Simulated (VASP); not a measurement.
SiNi3:

```
Ni Si
1.0
     3.56546    0.00000    0.00000
     0.00000    3.56546    0.00000
     0.00000    0.00000    3.56546
Ni Si
3 1
Direct
  0.50000 0.50000 0.00000
  0.50000 0.00000 0.50000
  0.00000 0.50000 0.50000
  0.00000 0.00000 0.00000
```

Base run:

* Program: VASP 6.6.1
* Functional: r2SCAN
* Potentials or basis: VASP PAW PBE potentials, release 64 (Ni, Si)
* Cutoff: 520 eV
* k mesh: 8 × 8 × 8
* Occupations: fermi-dirac, width 0.05 eV
* Spin: collinear spin, ferromagnetic start
* Starting moments: [1.0, 1.0, 1.0, 0.0] μB

Its results: band gap on the k mesh zero (filled and empty bands overlap); pressure -16.4 GPa; net moment 0.00 μB per cell.

Q: The run is repeated on the same cell with these changes: functional from r2SCAN to PBEsol. What comes out?

A: Band gap on the k mesh zero (filled and empty bands overlap); pressure -17.1 GPa; net moment 0.00 μB per cell.

Caveats: the cell stands under tension; the moments typed at the start vanished in this run; the PAW data sets were made with another functional, which shifts forces and pressure a little.
